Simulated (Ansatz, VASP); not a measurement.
**One calculation of ZnSn2O8, two programs**

```xyz
11
Lattice="0.0000 4.8272 -3.2382 0.0000 -4.8272 -3.2382 -4.8272 0.0000 3.2382" Properties=species:S:1:pos:R:3 pbc="T T T"
Zn   -2.4136   -2.4136   -1.6191
Sn    0.0000    0.0000   -0.0167
Sn    0.0000    0.0000   -3.2215
O    -3.9174   -0.9098   -1.6191
O    -3.8716   -0.9555    1.6191
O    -0.9098    0.9098   -4.8572
O    -0.9555    0.9555   -1.6191
O    -3.3555    1.4717    0.2117
O    -3.3555   -3.3555   -0.2117
O    -1.4717   -1.4717   -3.0264
O    -1.4717   -1.4717   -0.2117
```

Change from the starting cell: Zn on a Sn site beside a Sn vacancy, charge +0, atoms relaxed.

Alike in both runs: functional PBE; k mesh 3 × 3 × 3; occupations gaussian, width 0.02 eV; no spin polarisation.

Ansatz relaxed the structure, and its values are those at the end. VASP's run is a single point on that final structure, the one shown.

```csv
,VASP,Ansatz
version,VASP 6.6.1,Ansatz 0.2.0
potentials or method,"VASP PAW PBE potentials, release 64 (Zn, Sn_d, O), cutoff 520 eV","scalar-relativistic, plane waves, PAW"
valence electrons in the cell,88,88
```

VASP gave:

* gap on the k mesh at the Fermi level (eV): none
* rms of the force components (eV/Å): 0.036

Task: Estimate Ansatz's values.

Result: gap on the k mesh at the Fermi level (eV): none; rms of the force components (eV/Å): 0.001.

A gap of «none» marks a metal or a gap that the smearing closes.

The k mesh is coarse, so the values compare programs but aren't converged.
